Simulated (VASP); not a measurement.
# FeO (Fm-3m) in VASP: notebook

FeO is run at these levels: LDA+U; tasks: single point.

Program: VASP 6.6.1. These are calculated values, not measurements. Logs are shortened: lines on timing, memory, paths and dates and some standing lists are left out, and cuts for length are marked.

### Step 1. The cell of the first run

It takes space group Fm-3m (No. 225, cubic). The conventional cell has a = 4.311 Å, b = 4.311 Å, c = 4.311 Å, α = 90.00°, β = 90.00°, γ = 90.00°. Within 2.9 Å of Fe (site symmetry m-3m) lie 6 O at 2.16 Å. Within 2.9 Å of O (site symmetry m-3m) lie 6 Fe at 2.16 Å.

### Step 2. Single point, LDA+U, collinear spin, ferromagnetic start

INCAR reads:

```
ALGO = Normal
EDIFF = 1E-6
ENCUT = 700
GGA = CA
GGA_COMPAT = F
ISIF = 2
ISMEAR = 0
ISPIN = 2
LASPH = T
LCHARG = F
LDAU = T
LDAUJ = 0.9 0
LDAUL = 2 -1
LDAUPRINT = 1
LDAUTYPE = 1
LDAUU = 5 0
LMAXMIX = 4
LORBIT = 11
LREAL = F
LWAVE = F
MAGMOM = 4 0
NBANDS = 22
NELM = 200
PREC = Accurate
SIGMA = 0.05
```

KPOINTS reads:

```
k-points
0
Gamma
  8 8 8
```

POSCAR reads:

```
FeO
1.0
    0.0000000000      2.1554001600      2.1554001600
    2.1554001600      0.0000000000      2.1554001600
    2.1554001600      2.1554001600      0.0000000000
Fe O
1 1
Direct
    0.0000000000      0.0000000000      0.0000000000
    0.5000000000      0.5000000000      0.5000000000
```

Potentials or basis: VASP PAW LDA potentials, release 64 (Fe_sv, O).

Started as:

```bash
$ cat potpaw_LDA.64/Fe_sv/POTCAR potpaw_LDA.64/O/POTCAR > POTCAR
$ mpirun -np 1 vasp_std > vasp.out
```

OUTCAR:

```text
EDIFF = 1E-6
   ENCUT = 700
   GGA = CA
   ISIF = 2
   ISMEAR = 0
   ISPIN = 2
   LASPH = T
   LORBIT = 11
   LREAL = F
   NELM = 200
   PREC = Accurate

 ion  position               nearest neighbor table
   1  0.000  0.000  0.000-   2 2.16   2 2.16   2 2.16   2 2.16   2 2.16   2 2.16
   2  0.500  0.500  0.500-   1 2.16   1 2.16   1 2.16   1 2.16   1 2.16   1 2.16

  LATTYP: Found a face centered cubic cell.
 ALAT       =     4.3108003200

  Lattice vectors:

 A1 = (   0.0000000000,   2.1554001600,   2.1554001600)
 A2 = (   2.1554001600,   0.0000000000,   2.1554001600)
 A3 = (   2.1554001600,   2.1554001600,   0.0000000000)

Analysis of symmetry for initial positions (statically):
=====================================================================
 Subroutine PRICEL returns:
 Original cell was already a primitive cell.

 Routine SETGRP: Setting up the symmetry group for a
 face centered cubic supercell.

 Subroutine GETGRP returns: Found 48 space group operations
 (whereof 48 operations were pure point group operations)
 out of a pool of 48 trial point group operations.

The static configuration has the point symmetry O_h .

Analysis of symmetry for dynamics (positions and initial velocities):
=====================================================================
 Subroutine PRICEL returns:
 Original cell was already a primitive cell.

 Routine SETGRP: Setting up the symmetry group for a
 face centered cubic supercell.

 Subroutine GETGRP returns: Found 48 space group operations
 (whereof 48 operations were pure point group operations)
 out of a pool of 48 trial point group operations.

The dynamic configuration has the point symmetry O_h .

Analysis of structural, dynamic, and magnetic symmetry:
=====================================================================
[... 176 lines left out ...]
  o =  0.0774  v =  0.0000  0.0000  0.0000  0.0000  0.0000  0.0000  0.0000  0.0002 -0.0000  1.0000      0.0000  0.0000  0.0000  0.0000  0.0000  0.0000  0.0000  0.0000  0.0000  0.0000
  o =  0.2695  v =  0.0000  0.0000  0.0000  0.0000  0.0000  0.0000  0.0576  0.0000 -0.9983 -0.0000      0.0000  0.0000  0.0000  0.0000  0.0000  0.0000  0.0000  0.0000  0.0000  0.0000
  o =  0.2695  v =  0.0000  0.0000  0.0000  0.0000  0.0000  0.0000  0.9983 -0.0000  0.0576 -0.0000      0.0000  0.0000  0.0000  0.0000  0.0000  0.0000  0.0000  0.0000  0.0000  0.0000
  o =  0.2695  v =  0.0000  0.0000  0.0000  0.0000  0.0000  1.0000  0.0000  0.0000  0.0000  0.0000      0.0000  0.0000  0.0000  0.0000  0.0000  0.0000  0.0000  0.0000  0.0000  0.0000
  o =  0.9002  v =  0.0000  0.9262  0.0000 -0.3770  0.0000  0.0000  0.0000  0.0000  0.0000  0.0000      0.0000  0.0000  0.0000  0.0000  0.0000  0.0000  0.0000  0.0000  0.0000  0.0000
  o =  0.9002  v =  0.0000  0.3770 -0.0000  0.9262  0.0000  0.0000  0.0000  0.0000  0.0000  0.0000      0.0000  0.0000  0.0000  0.0000  0.0000  0.0000  0.0000  0.0000  0.0000  0.0000
  o =  0.9002  v =  1.0000  0.0000  0.0000  0.0000  0.0000  0.0000  0.0000  0.0000  0.0000  0.0000      0.0000  0.0000  0.0000  0.0000  0.0000  0.0000  0.0000  0.0000  0.0000  0.0000
  o =  0.9338  v =  0.0000 -0.0000 -0.0007 -0.0000  1.0000  0.0000  0.0000  0.0000  0.0000  0.0000      0.0000  0.0000  0.0000  0.0000  0.0000  0.0000  0.0000  0.0000  0.0000  0.0000
  o =  0.9338  v =  0.0000  0.0000 -1.0000 -0.0000 -0.0007  0.0000  0.0000  0.0000  0.0000  0.0000      0.0000  0.0000  0.0000  0.0000  0.0000  0.0000  0.0000  0.0000  0.0000  0.0000

 number of electron      21.9999992 magnetization       4.0038877

 Free energy of the ion-electron system (eV)
  ---------------------------------------------------
  ext. energy  EPLUGINS =         0.00000000
  ---------------------------------------------------
  free energy    TOTEN  =       -14.05408635 eV

  energy without entropy =      -14.05271272  energy(sigma->0) =      -14.05339954

 E-fermi :   9.9760     XC(G=0): -13.0288

 val. band max:        9.9438499548   @ k =  -0.3750   0.2500   0.0000
 cond. band min:      10.0242653190   @ k =   0.2500   0.1250   0.0000
 fundamental gap:      0.0804153642
 Fermi energy:         9.9760429666

 spin component 1

 k-point     1 :       0.0000    0.0000    0.0000
  band No.  band energies     occupation
      1     -79.6027      1.00000
      2     -46.1399      1.00000
      3     -46.1399      1.00000
      4     -46.1399      1.00000
      5     -10.9033      1.00000
      6       4.0184      1.00000
[... 1193 lines left out ...]
     21      36.1041      0.00000
     22      37.8407      0.00000

 [... further k-points ...]

------------------------ aborting loop because EDIFF is reached ----------------------------------------

  FORCE on cell =-STRESS in cart. coord.  units (eV):
  Direction    XX          YY          ZZ          XY          YZ          ZX
  --------------------------------------------------------------------------------------
  -------------------------------------------------------------------------------------
  Total       -1.8936797     -1.8936797     -1.8936797     -0.0000000     -0.0000000      0.0000000
  in kB     -151.4967710   -151.4967710   -151.4967710     -0.0000000     -0.0000000      0.0000000
  external PRESSURE =    -151.4967710 kB  Pullay stress =       0.0000000 kB

 VOLUME and BASIS-vectors are now :
 -----------------------------------------------------------------------------
  energy-cutoff  :      700.00
  volume of cell :       20.03
      direct lattice vectors                 reciprocal lattice vectors
     0.000000000  2.155400160  2.155400160    -0.231975486  0.231975486  0.231975486
     2.155400160  0.000000000  2.155400160     0.231975486 -0.231975486  0.231975486
     2.155400160  2.155400160  0.000000000     0.231975486  0.231975486 -0.231975486

 POSITION                                       TOTAL-FORCE (eV/Angst)
 -----------------------------------------------------------------------------------
      0.00000      0.00000      0.00000         0.000000      0.000000      0.000000
      2.15540      2.15540      2.15540        -0.000000     -0.000000     -0.000000
 -----------------------------------------------------------------------------------
    total drift:                                0.000000      0.000000      0.000000

  FREE ENERGIE OF THE ION-ELECTRON SYSTEM (eV)
  ---------------------------------------------------
  free  energy   TOTEN  =       -14.0540863500 eV

  energy  without entropy=      -14.0527127206  energy(sigma->0) =      -14.05339954

 total charge

# of ion       s       p       d       tot
------------------------------------------
    1        2.108   5.999   5.507  13.614
    2        1.536   3.441   0.000   4.977
--------------------------------------------------
tot          3.644   9.440   5.507  18.591

 magnetization (x)

# of ion       s       p       d       tot
------------------------------------------
    1        0.014   0.010   3.595   3.618
    2        0.025   0.204   0.000   0.229
--------------------------------------------------
tot          0.039   0.214   3.595   3.848
```

stdout:

```text
POSCAR found type information on POSCAR FeO
 POSCAR found :  2 types and       2 ions
 scaLAPACK will be used
 LDA part: xc-table for (Slater(with rela. corr.)+CA(PZ))
 , standard interpolation
 POSCAR, INCAR and KPOINTS ok, starting setup
 FFT: planning ... GRIDC
 FFT: planning ... GRID_SOFT
 FFT: planning ... GRID
 WAVECAR not read
 entering main loop
```

Wall time 24 s (1 thread of AMD EPYC 9R45 (Zen 5), shared host); peak memory 0.13 GiB.

Results:

| Item | Value |
| --- | --- |
| Free energy | -14.0541 eV |
| Pressure | -15.1 GPa |
| Band gap on the k mesh | zero (filled and empty bands overlap) |
| Net moment | 4.00 μB per cell |
| Site moments | Fe +3.62; O +0.23 μB |
| Valence electrons inside the program's atomic spheres | Fe 13.61; O 4.98 |

Levels at points of the mesh, in eV from the Fermi level:
Spin up:
| k point | band 11 | band 12 | band 13 | band 14 | band 15 | band 16 |
| --- | --- | --- | --- | --- | --- | --- |
| (0.00, 0.00, 0.00) | -4.22 | -4.22 | -4.22 | -0.42 | 14.56 | 15.87 |
| (0.50, 0.00, 0.00) | -4.25 | -1.66 | -1.66 | 3.40 | 7.85 | 11.72 |
| (0.50, 0.50, 0.00) | -5.00 | -4.87 | -4.87 | 4.55 | 8.13 | 9.60 |
Spin down:
| k point | band 5 | band 6 | band 7 | band 8 | band 9 | band 10 | band 11 | band 12 | band 13 | band 14 |
| --- | --- | --- | --- | --- | --- | --- | --- | --- | --- | --- |
| (0.00, 0.00, 0.00) | -20.45 | -3.77 | -3.77 | -3.77 | -0.79 | -0.79 | -0.79 | 0.25 | 0.85 | 0.85 |
| (0.50, 0.00, 0.00) | -19.18 | -8.59 | -5.45 | -5.45 | 0.45 | 0.45 | 0.57 | 3.35 | 3.35 | 3.87 |
| (0.50, 0.50, 0.00) | -19.15 | -7.47 | -4.97 | -4.97 | -2.30 | 0.82 | 0.82 | 1.46 | 1.85 | 5.71 |

Eigenvalues of the final occupation matrices:
| site | spin | trace | eigenvalues |
| --- | --- | --- | --- |
| site 1 d | 1 | 4.57 | 0.90 0.90 0.90 0.93 0.93 |
| site 1 d | 2 | 0.96 | 0.08 0.08 0.27 0.27 0.27 |

Caveat: the cell stands under tension; a cell with one magnetic atom can't hold antiferromagnetic order, which such compounds often take. The state reached can hang on the start; a lower one may exist.

### Step 3. Single point, LDA+U, collinear spin, ferromagnetic start

INCAR reads:

```
ALGO = Normal
EDIFF = 1E-6
ENCUT = 700
GGA = CA
GGA_COMPAT = False
ISIF = 2
ISMEAR = 0
ISPIN = 2
LASPH = True
LCHARG = True
LDAU = True
LDAUJ = 0.9 0
LDAUL = 2 -1
LDAUPRINT = 1
LDAUTYPE = 1
LDAUU = 5 0
LELF = True
LMAXMIX = 4
LORBIT = 11
LREAL = False
LVHAR = True
LWAVE = False
MAGMOM = 3.81 0.25
NBANDS = 22
NELM = 200
PREC = Accurate
SIGMA = 0.05
```

KPOINTS is that of step 2.

POSCAR is that of step 2.

Potentials or basis: VASP PAW LDA potentials, release 64 (Fe_sv, O).

Started as:

```bash
$ cat potpaw_LDA.64/Fe_sv/POTCAR potpaw_LDA.64/O/POTCAR > POTCAR
$ mpirun -np 1 vasp_std > vasp.out
```

Wall time 27 s (1 thread of AMD EPYC 9R45 (Zen 5), shared host); peak memory 0.13 GiB.

Results (log left out):

```yaml
Free_energy: -14.0541 eV
Pressure: -15.1 GPa
Band_gap_on_the_k_mesh: zero (filled and empty bands overlap)
Net_moment: 4.00 μB per cell
Site_moments: Fe +3.62; O +0.23 μB
Valence_electrons_inside_the_program's_atomic_spheres: Fe 13.61; O 4.98
```

Levels at points of the mesh, in eV from the Fermi level:
Spin up:
```
           k point  band 11  band 12  band 13  band 14  band 15  band 16
(0.00, 0.00, 0.00)    -4.22    -4.22    -4.22    -0.42    14.56    15.87
(0.50, 0.00, 0.00)    -4.25    -1.66    -1.66     3.40     7.85    11.72
(0.50, 0.50, 0.00)    -5.00    -4.87    -4.87     4.55     8.13     9.60
```
Spin down:
| k point | band 6 | band 7 | band 8 | band 9 | band 10 | band 11 | band 12 | band 13 |
| --- | --- | --- | --- | --- | --- | --- | --- | --- |
| (0.00, 0.00, 0.00) | -3.77 | -3.77 | -3.77 | -0.79 | -0.79 | -0.79 | 0.25 | 0.85 |
| (0.50, 0.00, 0.00) | -8.59 | -5.45 | -5.45 | 0.45 | 0.45 | 0.57 | 3.35 | 3.35 |
| (0.50, 0.50, 0.00) | -7.47 | -4.97 | -4.97 | -2.30 | 0.82 | 0.82 | 1.46 | 1.85 |

Eigenvalues of the final occupation matrices:
```
    site  spin  trace               eigenvalues
site 1 d     1   4.57  0.90 0.90 0.90 0.93 0.93
site 1 d     2   0.96  0.08 0.08 0.27 0.27 0.27
```

Caveat: the cell stands under tension; a cell with one magnetic atom can't hold antiferromagnetic order, which such compounds often take. The state reached can hang on the start; a lower one may exist.

The gap in the log of VASP goes by the Fermi energy; the results here count the filled bands.